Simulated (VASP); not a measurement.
A run of VASP 6.6.1 is set up as follows.

File INCAR:

```
SYSTEM = CrPdN2
PREC = Accurate ; ENCUT = 600
EDIFF = 1E-7 ; ISMEAR = 0
SIGMA = 0.1 ; LREAL = .FALSE.
LASPH = .TRUE. ; NELM = 200
ALGO = Normal ; ISIF = 3
LWAVE = .FALSE. ; LCHARG = .FALSE.
ISPIN = 2 ; MAGMOM = 0.73 0 0 0
LORBIT = 11 ; LMAXMIX = 4
GGA = PE ; IBRION = 2
NSW = 80 ; EDIFFG = -0.001
GGA_COMPAT = .FALSE. ; NELMIN = 4
KPAR = 4
```

Contents of KPOINTS:

```
regular mesh
0
G
  12 12 12
  0 0 0
```

File POSCAR:

```
CrPdN2
1.0
    1.3889602408      0.8019165689      6.2006160177
   -1.3889602408      0.8019165689      6.2006160177
    0.0000000000     -1.6038331378      6.2006160177
Cr Pd N
1 1 2
Direct
    0.0000000000      0.0000000000      0.0000000000
    0.5000000000      0.5000000000      0.5000000000
    0.3933221560      0.3933221560      0.3933221560
    0.6066778440      0.6066778440      0.6066778440
```

Potentials or basis: VASP PAW PBE potentials, release 64 (Cr_pv, Pd, N).

Run with:

```sh
$ cat potpaw_PBE.64/Cr_pv/POTCAR potpaw_PBE.64/Pd/POTCAR potpaw_PBE.64/N/POTCAR > POTCAR
$ mpirun -np 4 vasp_std > vasp.out
```

Q: Predict the band gap on the k mesh.

A: Zero (filled and empty bands overlap).

Q: Estimate the relaxed cell.

A: a = 6.417 Å, b = 6.417 Å, c = 6.417 Å, α = 24.87°, β = 24.87°, γ = 24.87°.

Q: What does it give for the net moment?

A: 0.00 μB per cell.

Final structure:
```
CELL_PARAMETERS angstrom
1.38199 0.79789 6.21572
-1.38199 0.79789 6.21572
0.00000 -1.59579 6.21572
ATOMIC_POSITIONS crystal
Cr 0.00000 0.00000 0.00000
Pd 0.50000 0.50000 0.50000
N 0.39356 0.39356 0.39356
N 0.60644 0.60644 0.60644
```

Caveat: the moments typed at the start vanished in this run. With open d or f shells a metallic result of PBE can be an artefact of self-interaction; +U or a hybrid may open a gap.
